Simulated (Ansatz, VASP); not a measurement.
MgO2 in VASP and in Ansatz

```
Mg O
1.0
     4.68457    0.00000    0.00000
     0.00000    4.68457    0.00000
     0.00000    0.00000    4.68457
Mg O
4 8
Cartesian
  0.0000 2.3423 2.3423
  2.3423 2.3423 0.0000
  2.3423 0.0000 2.3423
  0.0000 0.0000 0.0000
  1.9189 0.4234 4.2612
  0.4234 4.2612 1.9189
  4.2612 1.9189 0.4234
  2.7657 2.7657 2.7657
  1.9189 1.9189 1.9189
  0.4234 2.7657 4.2612
  4.2612 0.4234 2.7657
  2.7657 4.2612 0.4234
```

Alike in both runs: functional r2SCAN; k mesh 6 × 6 × 6; occupations gaussian, width 0.02 eV; no spin polarisation.

Ansatz relaxed the structure, and its values are those at the end. VASP's run is a single point on that final structure, the one shown.

|  | VASP | Ansatz |
| --- | --- | --- |
| version | VASP 6.6.1 | Ansatz 0.2.0 |
| potentials or method | VASP PAW PBE potentials, release 64 (Mg, O), cutoff 520 eV | scalar-relativistic, plane waves, PAW |
| valence electrons in the cell | 56 | 88 |

Ansatz gave:

| Property | Result |
| --- | --- |
| gap on the k mesh at the Fermi level (eV) | 5.07 |
| least direct gap on the mesh (eV) | 5.24 |
| pressure (GPa) | 16.5 |
| rms of the force components (eV/Å) | 0.001 |

Q: Estimate VASP's values.

A: gap on the k mesh at the Fermi level (eV): 5.03; least direct gap on the mesh (eV): 5.20; pressure (GPa): 16.3; rms of the force components (eV/Å): 0.140.

VASP's potentials were made for PBE, not for r2SCAN. One of these differences is far larger than is usual between the two programs; its cause wasn't traced. VASP's potentials hold 56 valence electrons a cell and Ansatz's 88, so a difference there can come from the potentials and not from the codes. Ansatz's warnings: stress scf threshold loose.
